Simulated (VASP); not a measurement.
Set up this calculation in VASP 6.6.1, as the native input.

```
Task                   : single point
Functional             : PBE
Potentials or basis    : VASP PAW PBE potentials, release 64 (Al, N, Sb)
Cutoff                 : 520 eV
k mesh                 : 1 × 1 × 1, shifted
Occupations            : fermi-dirac, width 0.01 eV
Spin                   : no spin polarisation
Dipole correction      : no
Further INCAR settings : LREAL = Auto; ALGO = Normal; EDIFF = 1e-06; NBANDS = 86
```

The structure of Al16SbN15 (a cell with a defect) lies in POSCAR:

```
Al16SbN15
1.0
    6.2595139128      0.0000000578      0.0000000000
   -3.1297570064      5.4208980350      0.0000000000
    0.0000000000      0.0000000000     10.0348065929
Al N Sb
16 15 1
Direct
    0.3352015674      0.1617217232      0.2512733214
    0.1659754123      0.3306681450      0.4988329462
    0.3278991904      0.1684755298      0.7570130082
    0.1653595343      0.3312107356      1.0091997673
    0.3350916997      0.6700822545      0.2516490802
    0.2061770679      0.8532773342      0.5203412444
    0.3277233757      0.6551597108      0.7562759934
    0.1790652856      0.8377437609      0.9906246403
    0.8266088355      0.1617060784      0.2515327483
    0.6438242482      0.2908570788      0.5202727741
    0.8412305063      0.1686694982      0.7563739203
    0.6587004551      0.3174636531      0.9906293264
    0.8323645528      0.6644084879      0.1787672538
    0.6438199960      0.8529716225      0.5208714986
    0.8319576089      0.6645439534      0.7498130436
    0.6580700881      0.8384344432      0.9909967918
    0.3326150026      0.1644843812      0.4429187576
    0.1666338739      0.3301821181      0.1974287052
    0.3264335590      0.1699959465      0.9405066540
    0.1667424012      0.3293556866      0.6892946663
    0.3313114834      0.6696079551      0.4448310191
    0.1828993868      0.8375082554      0.1745943422
    0.3255430863      0.6553883713      0.9395814253
    0.1748333250      0.8342419949      0.7060756767
    0.8271041020      0.1652820821      0.4446921982
    0.6592712633      0.3140636171      0.1745877217
    0.8410305829      0.1708402379      0.9396863300
    0.6621810934      0.3214964856      0.7060923777
    0.6585906081      0.8379145410      0.1754915315
    0.8302901146      0.6660993542      0.9468668449
    0.6626757263      0.8337396473      0.7056921694
    0.8307515303      0.6664337993      0.4141821767
```

These files were run (other wordings do the same):

INCAR

```
SYSTEM = Al16SbN15
PREC     = Accurate       ! precision mode
ENCUT    = 520            ! plane-wave cutoff, eV
EDIFF    = 1E-6           ! SCF threshold, eV
ISMEAR   = -1             ! smearing method
SIGMA    = 0.01           ! smearing width, eV
LREAL    = Auto         
LASPH    = .True.         ! aspherical terms in the spheres
NELM     = 120            ! most SCF steps
ALGO     = Normal         ! electronic algorithm
ISIF     = 2              ! what is computed and relaxed
LWAVE    = .False.        ! write WAVECAR
LCHARG   = .False.        ! write CHGCAR
GGA      = PE             ! functional
NBANDS   = 86             ! bands
GGA_COMPAT= .False.
```

KPOINTS

```
Automatic mesh
0
Gamma
  1 1 1
  0.25 0.25 0.25
```

Potentials or basis: VASP PAW PBE potentials, release 64 (Al, N, Sb).

Run with:

```console
$ cat potpaw_PBE.64/Al/POTCAR potpaw_PBE.64/N/POTCAR potpaw_PBE.64/Sb/POTCAR > POTCAR
$ mpirun -np 1 vasp_std > vasp.out
```

Results of the run:

| Quantity | Value |
| --- | --- |
| Pressure | 14.5 GPa |
| Largest force | 0.299 eV/Å |
| Band gap on the k mesh | 2.40 eV |

Caveat: the k points lie up to 0.58 Å⁻¹ apart; spin-orbit coupling is left out, which moves the levels of the heavy elements.

Wall time 4.5 min on 1 thread of Intel(R) Xeon(R) Platinum 8375C CPU @ 2.90GHz (Ice Lake) (shared host), peak memory 0.49 GiB.
